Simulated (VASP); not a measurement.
Wanted: the native input for a VASP 6.6.1 run.

```yaml
Task: single point
Functional: PBE
Potentials_or_basis: VASP PAW PBE potentials, release 64 (Cs_sv)
Cutoff: 520 eV
k_mesh: 9 × 9 × 3
Occupations: fermi-dirac, width 0.1 eV
Spin: no spin polarisation
Dipole_correction: no
Further_INCAR_settings: ALGO = Normal; EDIFF = 1e-06; NBANDS = 26
```

The structure of Cs lies in POSCAR:

```
Cs
1.0
    5.4792466713      0.0000000000      0.0000000000
   -2.7396233357      4.7451668110      0.0000000000
    0.0000000000      0.0000000000     17.9703190926
Cs
4
Direct
    1.0000000000      1.0000000000      1.0000000000
    1.0000000000      1.0000000000      0.5000000000
    0.3333333333      0.6666666667      0.2500000000
    0.6666666667      0.3333333333      0.7500000000
```

This isn't the form of Cs at room conditions, which is bcc.

The input as run:

INCAR

```
SYSTEM = Cs
PREC = Accurate ; ENCUT = 520
EDIFF = 1E-6 ; ISMEAR = -1
SIGMA = 0.1 ; LREAL = .FALSE.
LASPH = .TRUE. ; NELM = 80
ALGO = Normal ; ISIF = 2
LWAVE = .FALSE. ; LCHARG = .TRUE.
GGA = PE ; LELF = .TRUE.
LVHAR = .TRUE. ; NBANDS = 26
```

KPOINTS

```
regular mesh
0
G
  9 9 3
  0 0 0
```

Potentials or basis: VASP PAW PBE potentials, release 64 (Cs_sv).

Command:

```bash
$ cat potpaw_PBE.64/Cs_sv/POTCAR > POTCAR
$ mpirun -np 1 vasp_std > vasp.out
```

Results of the run:

* Pressure: 0.0 GPa
* Band gap on the k mesh: zero (bands 18 and 19 overlap by 1.71 eV)

Caveat: spin-orbit coupling is left out, which moves the levels of the heavy elements.

It took 2.8 min on 1 thread of AMD EPYC 9R45 96-Core Processor (Zen 5), on a shared host, peak memory 0.58 GiB.
